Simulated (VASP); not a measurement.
# Al12H3C in VASP: single point with PBE

Aim: the single point of Al12H3C with PBE.

Everything below comes from runs of VASP 6.6.1. Logs are shortened: lines on timing, memory, paths and dates and some standing lists are left out, and cuts for length are marked.

### 1 The cell of the first run

The cell holds a slab with vacuum, 16 atoms: a = 5.728 Å, b = 5.728 Å, c = 16.677 Å, α = 90.00°, β = 90.00°, γ = 60.00°.

### 2 Single point, PBE

INCAR

```
PREC     = Accurate       # precision mode
ENCUT    = 520            # plane-wave cutoff, eV
EDIFF    = 1E-6           # SCF threshold, eV
ISMEAR   = -1             # smearing method
SIGMA    = 0.05           # smearing width, eV
LREAL    = Auto         
LASPH    = T              # aspherical terms in the spheres
NELM     = 100            # most SCF steps
ALGO     = Normal         # electronic algorithm
ISIF     = 2              # what is computed and relaxed
LWAVE    = F              # write WAVECAR
LCHARG   = F              # write CHGCAR
GGA      = PE             # functional
NBANDS   = 36             # bands
```

KPOINTS

```
regular mesh
0
Gamma
  3 3 1
```

POSCAR

```
Al12H3C
1.0
    5.7275650000      0.0000000000      0.0000000000
    2.8637820000      4.9602170000      0.0000000000
    0.0000000000      0.0000000000     16.6765370000
Al C H
12 1 3
Direct
    0.1666666800      0.1666666600      0.0599644900
    0.6666666800      0.1666666600      0.0599644900
    0.1666667400      0.6666666300      0.0599644900
    0.6666667300      0.6666666300      0.0599644900
   -0.1535097693      0.3285478283      0.1980310226
    0.3414118637      0.3312260529      0.2015095519
   -0.1849608048      0.8434304210      0.1916232447
    0.3414756487      0.8294395450      0.2013312883
    0.0120107575      0.0007123137      0.3442997113
    0.5537691034     -0.0275667592      0.3475947446
    0.0116680502      0.4889556658      0.3447119540
    0.5159252321      0.4932597474      0.3335261134
    0.2304841227      0.1415672342      0.4198853076
    1.0529939153     -0.2724643840      0.2677770757
    0.2302617346      0.2941381251      0.4608578474
    0.2107504227      0.0001077925      0.4609531978
```

Potentials or basis: VASP PAW PBE potentials, release 64 (Al, C, H).

Started as:

```
> cat potpaw_PBE.64/Al/POTCAR potpaw_PBE.64/C/POTCAR potpaw_PBE.64/H/POTCAR > POTCAR
> mpirun -np 1 vasp_std > vasp.out
```

OUTCAR:

```text
PREC = Accurate
   ENCUT = 520
   EDIFF = 1E-6
   ISMEAR = -1
   LREAL = Auto
   LASPH = T
   NELM = 100
   ISIF = 2
   GGA = PE

 ion  position               nearest neighbor table
   1  0.167  0.167  0.060-   5 2.80   3 2.86   3 2.86   4 2.86   2 2.86   2 2.86   4 2.86   8 2.89
                             6 2.90
   2  0.667  0.167  0.060-   7 2.72   6 2.86   5 2.86   4 2.86   3 2.86   4 2.86   1 2.86   1 2.86
                             3 2.86
   3  0.167  0.667  0.060-   7 2.80   4 2.86   2 2.86   1 2.86   1 2.86   4 2.86   2 2.86   6 2.89
                             8 2.89
   4  0.667  0.667  0.060-   7 2.73   5 2.85   8 2.86   2 2.86   3 2.86   1 2.86   2 2.86   3 2.86
                             1 2.86
   5  0.846  0.329  0.198-  12 2.79   1 2.80   6 2.84   8 2.85   4 2.85   2 2.86   7 2.87   7 2.87
                             8 2.88   6 2.89  11 2.93   9 2.93
   6  0.341  0.331  0.202-   7 2.76  12 2.76   5 2.84   8 2.85   2 2.86   8 2.87   5 2.89   3 2.89
                            11 2.89   1 2.90   7 2.98  10 3.02
   7  0.815  0.843  0.192-  14 1.73   2 2.72   4 2.73   8 2.76   6 2.76   3 2.80   5 2.87   5 2.87
                            10 2.91   6 2.98   8 2.98   9 3.10  11 3.10
   8  0.341  0.829  0.201-   7 2.76  12 2.76   5 2.85   6 2.85   4 2.86   6 2.87   5 2.88   9 2.89
                             1 2.89   3 2.89   7 2.98  10 3.02
   9  0.012  0.001  0.344-  14 1.94  13 2.19  10 2.71  11 2.80  12 2.84   8 2.89  12 2.90   5 2.93
                            11 2.93  10 3.03   7 3.10
  10  0.554  0.972  0.348-  13 2.01  11 2.70   9 2.71  12 2.87  12 2.89   7 2.91   8 3.02   6 3.02
                             9 3.03  11 3.03
  11  0.012  0.489  0.345-  14 1.97  13 2.15  10 2.70   9 2.80  12 2.83   6 2.89  12 2.91   5 2.93
                             9 2.93  10 3.03   7 3.10
  12  0.516  0.493  0.334-   6 2.76   8 2.76   5 2.79  11 2.83   9 2.84  10 2.87  10 2.89   9 2.90
                            11 2.91
  13  0.230  0.142  0.420-  15 1.11  16 1.11  10 2.01  11 2.15   9 2.19
  14  0.053  0.728  0.268-   7 1.73   9 1.94  11 1.97
  15  0.230  0.294  0.461-  13 1.11
  16  0.211  0.000  0.461-  13 1.11

  LATTYP: Found a hexagonal cell.
 ALAT       =     5.7275649303
 C/A-ratio  =     2.9116277516

  Lattice vectors:

 A1 = (  -2.8637820000,  -4.9602170000,   0.0000000000)
 A2 = (   5.7275650000,   0.0000000000,   0.0000000000)
 A3 = (   0.0000000000,   0.0000000000,  16.6765370000)

Analysis of symmetry for initial positions (statically):
=====================================================================
 Subroutine PRICEL returns:
 Original cell was already a primitive cell.

 Routine SETGRP: Setting up the symmetry group for a
 hexagonal supercell.

 Subroutine GETGRP returns: Found  1 space group operations
 (whereof  1 operations were pure point group operations)
 out of a pool of 24 trial point group operations.

The static configuration has the point symmetry C_1 .

Analysis of symmetry for dynamics (positions and initial velocities):
=====================================================================
 Subroutine PRICEL returns:
 Original cell was already a primitive cell.

 Routine SETGRP: Setting up the symmetry group for a
 hexagonal supercell.

 Subroutine GETGRP returns: Found  1 space group operations
 (whereof  1 operations were pure point group operations)
 out of a pool of 24 trial point group operations.

The dynamic configuration has the point symmetry C_1 .

 Subroutine INISYM returns: Found  1 space group operations
 (whereof  1 operations are pure point group operations),
 and found     1 'primitive' translations

----------------------------------------------------------------------------------------

                                     Primitive cell

  volume of cell :     473.7798

  direct lattice vectors                    reciprocal lattice vectors
     5.727565000  0.000000000  0.000000000     0.174594265 -0.100802024  0.000000000
     2.863782000  4.960217000  0.000000000     0.000000000  0.201604083  0.000000000
     0.000000000  0.000000000 16.676537000     0.000000000  0.000000000  0.059964488

  length of vectors
     5.727565000  5.727564930 16.676537000     0.201604081  0.201604083  0.059964488

  position of ions in fractional coordinates (direct lattice)
     0.166666680  0.166666660  0.059964490
     0.666666680  0.166666660  0.059964490
     0.166666740  0.666666630  0.059964490
     0.666666730  0.666666630  0.059964490
     0.846490231  0.328547828  0.198031023
     0.341411864  0.331226053  0.201509552
[... 8 lines left out ...]
     0.230261735  0.294138125  0.460857847
     0.210750423  0.000107793  0.460953198

  ion indices of the primitive-cell ions
   primitive index   ion index
                 1           1
                 2           2
                 3           3
                 4           4
                 5           5
                 6           6
[... 8 lines left out ...]
                15          15
                16          16

----------------------------------------------------------------------------------------

 KPOINTS: regular mesh

Automatic generation of k-mesh.
 Grid dimensions read from file:
 generate k-points for:    3    3    1

 Generating k-lattice:

  Cartesian coordinates                     Fractional coordinates (reciprocal lattice)
     0.058198088 -0.033600675  0.000000000     0.333333333  0.000000000  0.000000000
     0.000000000  0.067201361  0.000000000     0.000000000  0.333333333  0.000000000
     0.000000000  0.000000000  0.059964488     0.000000000  0.000000000  1.000000000

  Length of vectors
     0.067201360  0.067201361  0.059964488

  Shift w.r.t. Gamma in fractional coordinates (k-lattice)
     0.000000000  0.000000000  0.000000000

 Subroutine IBZKPT returns following result:
 ===========================================

 Found      5 irreducible k-points:

 Following reciprocal coordinates:
            Coordinates               Weight
  0.000000  0.000000  0.000000      1.000000
  0.333333  0.000000  0.000000      2.000000
  0.333333  0.333333  0.000000      2.000000
  0.000000  0.333333  0.000000      2.000000
 -0.333333  0.333333  0.000000      2.000000
   k-points           NKPTS =      5   k-points in BZ     NKDIM =      5   number of bands    NBANDS=     36
   number of dos      NEDOS =    301   number of ions     NIONS =     16
   total plane-waves  NPLWV = 290304
   dimension x,y,z NGX =    48 NGY =   48 NGZ =  126
   dimension x,y,z NGXF=    96 NGYF=   96 NGZF=  252
   ions per type =              12   1   3
   NGX,Y,Z   is equivalent  to a cutoff of  13.93, 13.93, 12.56 a.u.
   NGXF,Y,Z  is equivalent  to a cutoff of  27.86, 27.86, 25.12 a.u.
 SYSTEM =  unknown system
   PREC   = accura    normal or accurate (medium, high low for compatibility)
   ISTART =      0    job   : 0-new  1-cont  2-samecut
   ICHARG =      2    charge: 1-file 2-atom 10-const
   ISPIN  =      1    spin polarized calculation?
   LNONCOLLINEAR =      F non collinear calculations
   LSORBIT =      F    spin-orbit coupling
   LASPH  =      T    aspherical Exc in radial PAW
   ENCUT  =  520.0 eV  38.22 Ry    6.18 a.u.  10.65 10.65 31.01*2*pi/ulx,y,z
   NELM   =    100;   NELMIN=  2; NELMDL= -5     # of ELM steps
   EDIFF  = 0.1E-05   stopping-criterion for ELM
   LREAL  =      T    real-space projection
   EDIFFG = 0.1E-04   stopping-criterion for IOM
   NSW    =      0    number of steps for IOM
   IBRION =     -1    ionic relax: 0-MD 1-quasi-New 2-CG
   NFREE  =      0    steps in history (QN), initial steepest desc. (CG)
   ISIF   =      2    stress and relaxation
   ISYM   =      2    0-nonsym 1-usesym 2-fastsym
   POTIM  = 0.5000    time-step for ionic-motion
   TEBEG  =    0.0;   TEEND  =   0.0 temperature during run
   PSTRESS=    0.0 pullay stress
   NELECT =      43.0000    total number of electrons
   NUPDOWN=      -1.0000    fix difference up-down
   EMIN   =  10.00;   EMAX   =-10.00  energy-range for DOS
   EFERMI =   0.00;   METHOD = LEGACY
   ISMEAR =    -1;   SIGMA  =   0.05  broadening in eV -4-tet -1-fermi 0-gaus
   EFERMI_NEDOS =   21; number of points for ismear=-14 and -15
   IALGO  =     38    algorithm
   IMIX   =      4    mixing-type and parameters
     AMIX     =   0.40;   BMIX     =  1.00
     AMIX_MAG =   1.60;   BMIX_MAG =  1.00
  volume/ion in A,a.u.               =      29.61       199.83
  Fermi-wavevector in a.u.,A,eV,Ry     =   0.735708  1.390286  7.364374  0.541266
  Thomas-Fermi vector in A             =   1.828970
   LORBIT       =      0    0 simple, 1 ext, 2 COOP (PROOUT), +10 PAW based schemes
   GGA     = PE    functional components
   LHFCALC =     F    Hartree Fock is set to
   AEXX    =    0.0000 exact exchange contribution
   IVDW    =     0    specifies the selected vdW correction
   LEPSILON=     F    determine dielectric tensor
   LRPA    =     F    only Hartree local field effects (RPA)
 non-spin polarized calculation
  energy-cutoff  :      520.00
  volume of cell :      473.78
 maximum number of plane-waves:     12795
 NGX is ok and might be reduce to    42
   NGX = 21   NGY = 21   NGZ = 63

 number of electron      43.0000000 magnetization

 Free energy of the ion-electron system (eV)
  ---------------------------------------------------
  ext. energy  EPLUGINS =         0.00000000
  ---------------------------------------------------
  free energy    TOTEN  =       -60.89106752 eV

  energy without entropy =      -60.84866785  energy(sigma->0) =      -60.86986769

 E-fermi :   1.5329     XC(G=0):  -5.6405

 val. band max:        1.5305883561   @ k =   0.0000   0.3333   0.0000
 cond. band min:       1.6072567658   @ k =   0.3333   0.0000   0.0000
 fundamental gap:      0.0766684096
 Fermi energy:         1.5328727412

 k-point     1 :       0.0000    0.0000    0.0000
  band No.  band energies     occupation
      1     -11.8947      2.00000
      2      -9.3338      2.00000
      3      -7.5079      2.00000
      4      -5.7995      2.00000
      5      -5.2089      2.00000
      6      -4.6641      2.00000
[... 25 lines left out ...]
     32       4.7264      0.00000
     33       4.8183      0.00000
[... 112 lines left out ...]
      2      -8.2328      2.00000
      3      -7.1279      2.00000
      4      -6.9859      2.00000
      5      -6.1355      2.00000
      6      -5.7153      2.00000
[... 25 lines left out ...]
     32       4.7464      0.00000
     33       4.8274      0.00000
 [bands above 33 left out]

------------------------ aborting loop because EDIFF is reached ----------------------------------------

  FORCE on cell =-STRESS in cart. coord.  units (eV):
  Direction    XX          YY          ZZ          XY          YZ          ZX
  --------------------------------------------------------------------------------------
  -------------------------------------------------------------------------------------
  Total       -1.6993295     -0.6474346     -0.0584598      0.8719148     -0.0272231     -0.0409278
  in kB       -5.7466084     -2.1894241     -0.1976932      2.9485470     -0.0920602     -0.1384052
  external PRESSURE =      -2.7112419 kB  Pullay stress =       0.0000000 kB

 VOLUME and BASIS-vectors are now :
 -----------------------------------------------------------------------------
  energy-cutoff  :      520.00
  volume of cell :      473.78
      direct lattice vectors                 reciprocal lattice vectors
     5.727565000  0.000000000  0.000000000     0.174594265 -0.100802024  0.000000000
     2.863782000  4.960217000  0.000000000     0.000000000  0.201604083  0.000000000
     0.000000000  0.000000000 16.676537000     0.000000000  0.000000000  0.059964488

 POSITION                                       TOTAL-FORCE (eV/Angst)
 -----------------------------------------------------------------------------------
      1.43189      0.82670      1.00000        -0.040072      0.024949      0.172655
      4.29567      0.82670      1.00000         0.079415      0.187657     -0.115063
      2.86378      3.30681      1.00000         0.058820     -0.043898      0.071452
      5.72756      3.30681      1.00000        -0.110949     -0.159266     -0.123087
      5.78922      1.62967      3.30247         0.007597     -0.004551     -0.007976
      2.90402      1.64295      3.36048         0.010801     -0.005057      0.006417
[... 8 lines left out ...]
      2.16119      1.45899      7.68551        -0.002315      0.020158      0.023146
      1.20740      0.00053      7.68710        -0.013817     -0.008608      0.020228
 -----------------------------------------------------------------------------------
    total drift:                                0.002358     -0.003260     -0.009385

  FREE ENERGIE OF THE ION-ELECTRON SYSTEM (eV)
  ---------------------------------------------------
  free  energy   TOTEN  =       -60.8910675218 eV

  energy  without entropy=      -60.8486678543  energy(sigma->0) =      -60.86986769
```

Wall time 5.5 min (1 thread of Intel Xeon Platinum 8375C at 2.90GHz (Ice Lake), shared host); peak memory 0.58 GiB.

What came out:

* Free energy: -60.8911 eV
* Largest force: 0.234 eV/Å

Forces on the atoms (eV/Å):
```
Al  -0.040  0.025  0.173
Al   0.079  0.188 -0.115
Al   0.059 -0.044  0.071
Al  -0.111 -0.159 -0.123
Al   0.008 -0.005 -0.008
Al   0.011 -0.005  0.006
Al   0.000  0.007 -0.003
Al   0.006  0.000  0.004
Al   0.013  0.007  0.002
Al   0.009 -0.013 -0.019
Al  -0.007  0.004  0.012
Al   0.000 -0.005 -0.003
C   -0.014 -0.007 -0.043
H    0.004 -0.004  0.001
H   -0.002  0.020  0.023
H   -0.014 -0.009  0.020
```

Caveat: the k points lie up to 0.42 Å⁻¹ apart.
